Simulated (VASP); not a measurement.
# MoS2 (Cmcm) in VASP: single point with PBE

Aim: the single point of MoS2 with PBE.

Everything below comes from runs of VASP 6.6.1. Logs are shortened: lines on timing, memory, paths and dates and some standing lists are left out, and cuts for length are marked.

### 1 The cell of the first run

The structure is orthorhombic, space group Cmcm (No. 63). The conventional cell has a = 3.233 Å, b = 5.435 Å, c = 14.510 Å, α = 90.00°, β = 90.00°, γ = 90.00°. Mo (site symmetry m2m) has 6 S at 2.39 to 2.42 Å and 6 Mo at 3.16 to 3.23 Å within 3.3 Å. S (site symmetry m) has 3 Mo at 2.39 to 2.42 Å and 7 S at 3.13 to 3.23 Å within 3.3 Å.

### 2 Single point, PBE (strain +0.0150 x Voigt [1, -1, 0, 0, 0, 0])

INCAR reads:

```
ALGO = Normal ; EDIFF = 1E-6
ENCUT = 520 ; GGA = PE
ISIF = 2 ; ISMEAR = 0
LASPH = True ; LCHARG = False
LREAL = False ; LWAVE = False
NBANDS = 35 ; NELM = 80
PREC = Accurate ; SIGMA = 0.05
```

KPOINTS reads:

```
k-points
0
Gamma
  12 12 2
```

POSCAR reads:

```
MoS2
1.0
    3.2333659917      0.0000000000      0.0000000000
   -1.6166829958      2.7174132337      0.0000000000
    0.0000000000      0.0000000000     14.5104515858
Mo S
2 4
Direct
    0.3333333333      0.6666666667      0.2500000000
    0.6666666667      0.3333333333      0.7500000000
    0.3333333333      0.6666666667      0.6423151295
    0.6666666667      0.3333333333      0.1423151295
    0.3333333333      0.6666666667      0.8576848705
    0.6666666667      0.3333333333      0.3576848705
```

Potentials or basis: VASP PAW PBE potentials, release 64 (Mo_sv, S).

The run is started by

```console
$ cat potpaw_PBE.64/Mo_sv/POTCAR potpaw_PBE.64/S/POTCAR > POTCAR
$ mpirun -np 1 vasp_std > vasp.out
```

OUTCAR:

```text
EDIFF = 1E-6
   ENCUT = 520
   GGA = PE
   ISIF = 2
   ISMEAR = 0
   LASPH = True
   LREAL = False
   NELM = 80
   PREC = Accurate

 ion  position               nearest neighbor table
   1  0.333  0.667  0.250-   4 2.39   6 2.39   4 2.42   6 2.42   4 2.42   6 2.42
   2  0.667  0.333  0.750-   3 2.39   5 2.39   3 2.42   5 2.42   3 2.42   5 2.42
   3  0.333  0.667  0.642-   2 2.39   2 2.42   2 2.42
   4  0.667  0.333  0.142-   1 2.39   1 2.42   1 2.42
   5  0.333  0.667  0.858-   2 2.39   2 2.42   2 2.42
   6  0.667  0.333  0.358-   1 2.39   1 2.42   1 2.42

  Warning from LATTYP: Monoclinic adjustment (A1->A3, A2->A1, A3->A2)!
  LATTYP: Found a base centered orthorhombic cell.
 ALAT       =     3.2333659917
 B/A-ratio  =     1.6808571876
 C/A-ratio  =     4.4877232033

  Lattice vectors:

 A1 = (   1.6166829958,  -2.7174132337,   0.0000000000)
 A2 = (   1.6166829959,   2.7174132337,   0.0000000000)
 A3 = (   0.0000000000,   0.0000000000,  14.5104515858)

Analysis of symmetry for initial positions (statically):
=====================================================================
 Subroutine PRICEL returns:
 Original cell was already a primitive cell.

 Routine SETGRP: Setting up the symmetry group for a
 base centered orthorhombic supercell.

 Subroutine GETGRP returns: Found  8 space group operations
 (whereof  4 operations were pure point group operations)
 out of a pool of  8 trial point group operations.

The static configuration has the point symmetry C_2h.
 The point group associated with its full space group is D_2h.

Analysis of symmetry for dynamics (positions and initial velocities):
=====================================================================
 Subroutine PRICEL returns:
 Original cell was already a primitive cell.

 Routine SETGRP: Setting up the symmetry group for a
 base centered orthorhombic supercell.

 Subroutine GETGRP returns: Found  8 space group operations
 (whereof  4 operations were pure point group operations)
 out of a pool of  8 trial point group operations.

The dynamic configuration has the point symmetry C_2h.
 The point group associated with its full space group is D_2h.

 Subroutine INISYM returns: Found  8 space group operations
 (whereof  4 operations are pure point group operations),
 and found     1 'primitive' translations
[... 89 lines left out ...]
   dimension x,y,z NGXF=    48 NGYF=   48 NGZF=  216
   ions per type =               2   4
   NGX,Y,Z   is equivalent  to a cutoff of  12.34, 12.62, 12.37 a.u.
   NGXF,Y,Z  is equivalent  to a cutoff of  24.68, 25.24, 24.75 a.u.
 SYSTEM =  unknown system
   PREC   = accura    normal or accurate (medium, high low for compatibility)
   ISTART =      0    job   : 0-new  1-cont  2-samecut
   ICHARG =      2    charge: 1-file 2-atom 10-const
   ISPIN  =      1    spin polarized calculation?
   LNONCOLLINEAR =      F non collinear calculations
   LSORBIT =      F    spin-orbit coupling
   LASPH  =      T    aspherical Exc in radial PAW
   ENCUT  =  520.0 eV  38.22 Ry    6.18 a.u.   6.01  5.88 26.98*2*pi/ulx,y,z
   NELM   =     80;   NELMIN=  2; NELMDL= -5     # of ELM steps
   EDIFF  = 0.1E-05   stopping-criterion for ELM
   LREAL  =      F    real-space projection
[... 7 lines left out ...]
   TEBEG  =    0.0;   TEEND  =   0.0 temperature during run
   PSTRESS=    0.0 pullay stress
   NELECT =      52.0000    total number of electrons
   NUPDOWN=      -1.0000    fix difference up-down
   EMIN   =  10.00;   EMAX   =-10.00  energy-range for DOS
   EFERMI =   0.00;   METHOD = LEGACY
   ISMEAR =     0;   SIGMA  =   0.05  broadening in eV -4-tet -1-fermi 0-gaus
   EFERMI_NEDOS =   21; number of points for ismear=-14 and -15
   IALGO  =     38    algorithm
   IMIX   =      4    mixing-type and parameters
     AMIX     =   0.40;   BMIX     =  1.00
     AMIX_MAG =   1.60;   BMIX_MAG =  1.00
  volume/ion in A,a.u.               =      21.25       143.40
  Fermi-wavevector in a.u.,A,eV,Ry     =   1.214075  2.294269 20.054684  1.473978
  Thomas-Fermi vector in A             =   2.349506
   LORBIT       =      0    0 simple, 1 ext, 2 COOP (PROOUT), +10 PAW based schemes
   GGA     = PE    functional components
   LHFCALC =     F    Hartree Fock is set to
   AEXX    =    0.0000 exact exchange contribution
   IVDW    =     0    specifies the selected vdW correction
   LEPSILON=     F    determine dielectric tensor
   LRPA    =     F    only Hartree local field effects (RPA)
 non-spin polarized calculation
 Gauss-broadening in eV      SIGMA  =   0.05
  energy-cutoff  :      520.00
  volume of cell :      127.49
 maximum number of plane-waves:      3460
   NGX = 13   NGY = 11   NGZ = 53

 number of electron      52.0000002 magnetization

 Free energy of the ion-electron system (eV)
  ---------------------------------------------------
  ext. energy  EPLUGINS =         0.00000000
  ---------------------------------------------------
  free energy    TOTEN  =       -43.68932373 eV

  energy without entropy =      -43.68932373  energy(sigma->0) =      -43.68932373

 E-fermi :   5.3774     XC(G=0):  -9.5845

 val. band max:        5.0312149866   @ k =   0.0000   0.0000   0.0000
 cond. band min:       6.4605344087   @ k =   0.3333   0.3333   0.0000
 fundamental gap:      1.4293194221
 Fermi energy:         5.3774068041

 k-point     1 :       0.0000    0.0000    0.0000
  band No.  band energies     occupation
      1     -56.0697      2.00000
      2     -56.0697      2.00000
      3     -30.2087      2.00000
      4     -30.2087      2.00000
      5     -30.0265      2.00000
      6     -30.0265      2.00000
[... 901 lines left out ...]
     34       9.3486      0.00000
     35      11.3062      0.00000

 [... further k-points ...]
[... 5 lines left out ...]
  --------------------------------------------------------------------------------------
  -------------------------------------------------------------------------------------
  Total       -1.7103296      1.7073523     -0.0991952      0.0000000      0.0000000      0.0000000
  in kB      -21.4930925     21.4556778     -1.2465497      0.0000000      0.0000000      0.0000000
  external PRESSURE =      -0.4279881 kB  Pullay stress =       0.0000000 kB

 VOLUME and BASIS-vectors are now :
 -----------------------------------------------------------------------------
  energy-cutoff  :      520.00
  volume of cell :      127.49
      direct lattice vectors                 reciprocal lattice vectors
     3.233365992  0.000000000  0.000000000     0.309275227  0.183998515  0.000000000
    -1.616682996  2.717413234  0.000000000     0.000000000  0.367997030  0.000000000
     0.000000000  0.000000000 14.510451586     0.000000000  0.000000000  0.068915843

 POSITION                                       TOTAL-FORCE (eV/Angst)
 -----------------------------------------------------------------------------------
     -0.00000      1.81161      3.62761        -0.000000     -0.191500      0.000000
      1.61668      0.90580     10.88284         0.000000      0.191500      0.000000
     -0.00000      1.81161      9.32028        -0.000000     -0.095830      0.013914
      1.61668      0.90580      2.06506         0.000000      0.095830      0.013914
     -0.00000      1.81161     12.44539        -0.000000     -0.095830     -0.013914
      1.61668      0.90580      5.19017         0.000000      0.095830     -0.013914
 -----------------------------------------------------------------------------------
    total drift:                               -0.000000      0.000000     -0.000000

  FREE ENERGIE OF THE ION-ELECTRON SYSTEM (eV)
  ---------------------------------------------------
  free  energy   TOTEN  =       -43.6893237302 eV

  energy  without entropy=      -43.6893237302  energy(sigma->0) =      -43.68932373
```

stdout:

```text
POSCAR found type information on POSCAR MoS
 POSCAR found :  2 types and       6 ions
 scaLAPACK will be used
 LDA part: xc-table for (Slater+PW92), standard interpolation
 POSCAR, INCAR and KPOINTS ok, starting setup
 FFT: planning ... GRIDC
 FFT: planning ... GRID_SOFT
 FFT: planning ... GRID
 WAVECAR not read
 entering main loop
```

It took 9.5 min on 1 thread of Intel Xeon 8259CL, shared host; peak memory 0.44 GiB.

What came out:

* Free energy: -43.6893 eV
* Pressure: 0.0 GPa
* Largest force: 0.192 eV/Å
* Band gap on the k mesh: 1.43 eV (least direct gap 1.66 eV)

Forces in eV/Å, atoms in the order of the input:
```
Mo   0.000 -0.192  0.000
Mo   0.000  0.192  0.000
S    0.000 -0.096  0.014
S    0.000  0.096  0.014
S    0.000 -0.096 -0.014
S    0.000  0.096 -0.014
```

Stress tensor (GPa, compression positive):
```
-2.15  0.00  0.00
 0.00  2.15  0.00
 0.00  0.00 -0.12
```

Caveat: the cell differs from its parent crystal (strain +0.0150 x Voigt [1, -1, 0, 0, 0, 0]); this functional lacks dispersion, which binds layers or chains, so the pressure and a relaxed spacing across them are unreliable.
